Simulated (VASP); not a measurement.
Wanted: the native input for a VASP 6.6.1 run.

| Quantity | Value |
| --- | --- |
| Task | single point |
| Functional | PBE |
| Potentials or basis | VASP PAW PBE potentials, release 64 (Mo_sv, Au) |
| Cutoff | 520 eV |
| k mesh | 4 × 4 × 4 |
| Occupations | gaussian, width 0.1 eV |
| Spin | no spin polarisation |
| Dipole correction | no |
| Further INCAR settings | ALGO = Normal; EDIFF = 1e-06; NBANDS = 49 |

The structure of MoAu6 lies in POSCAR:

```
MoAu6
1.0
    5.0476464400      0.0000000000      0.0000000000
    0.0000000000      5.0476464400      0.0000000000
    0.0000000000      0.0000000000      5.0476464400
Mo Au
1 6
Direct
    0.0000000000      0.0000000000      0.0000000000
    0.8001218400      0.5000000000      0.5000000000
    0.1998781600      0.5000000000      0.5000000000
    0.5000000000      0.5000000000      0.8001218400
    0.5000000000      0.5000000000      0.1998781600
    0.5000000000      0.1998781600      0.5000000000
    0.5000000000      0.8001218400      0.5000000000
```

These files were run (other wordings do the same):

INCAR

```
PREC = Accurate ; ENCUT = 520
EDIFF = 1E-6 ; ISMEAR = 0
SIGMA = 0.1 ; LREAL = False
LASPH = True ; NELM = 100
ALGO = Normal ; ISIF = 2
LWAVE = False ; LCHARG = False
GGA = PE ; NBANDS = 49
```

KPOINTS

```
regular mesh
0
Gamma
  4 4 4
```

Potentials or basis: VASP PAW PBE potentials, release 64 (Mo_sv, Au).

Run with:

```bash
$ cat potpaw_PBE.64/Mo_sv/POTCAR potpaw_PBE.64/Au/POTCAR > POTCAR
$ mpirun -np 1 vasp_std > vasp.out
```

It gave:

- Pressure: 202.7 GPa
- Largest force: 19.663 eV/Å
- Band gap on the k mesh: zero (band 40 reaches 9.75 eV, above the bottom of band 41 at 9.09 eV)

Caveat: spin-orbit coupling is left out, which moves the levels of the heavy elements; forces of over 1 eV/Å act on the atoms, so gaps and moduli don't describe the material at rest.

Run time: 84 s on 1 thread of Intel(R) Xeon(R) 6975P-C (Granite Rapids) (shared host), peak memory 0.25 GiB.
